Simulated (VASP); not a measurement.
Sn, 2 atoms in the cell. Symmetry: I4_1/amd, No. 141, tetragonal system. The conventional cell has a = 5.410 Å, b = 5.410 Å, c = 3.327 Å, α = 90.00°, β = 90.00°, γ = 90.00°. Within 3.7 Å of Sn (site symmetry -4m2) lie 10 Sn at 2.83 to 3.68 Å.  This cell differs from its parent crystal: strain -0.080 along x and y, +0.040 along z.

```yaml
Program: VASP 6.6.1
Task: single point
Functional: PBEsol
Potentials_or_basis: VASP PAW PBE potentials, release 64 (Sn_d)
Cutoff: 520 eV
k_mesh: 16 × 16 × 16
Occupations: gaussian, width 0.15 eV
Spin: no spin polarisation
Dipole_correction: no
Further_INCAR_settings: ALGO = Fast; EDIFF = 1e-06; NBANDS = 21
```

Potentials or basis: VASP PAW PBE potentials, release 64 (Sn_d).

The run is started by

```console
$ cat potpaw_PBE.64/Sn_d/POTCAR > POTCAR
$ mpirun -np 1 vasp_std > vasp.out
```

Hardware: 1 thread of AMD EPYC 9R45 96-Core Processor (Zen 5), on a shared host.

Q: How long does it take, and how much memory?

A: Run time: 2.9 min on 1 thread of AMD EPYC 9R45 96-Core Processor (Zen 5), on a shared host, peak memory 0.36 GiB. Counts: scf iterations 13, k points 349.
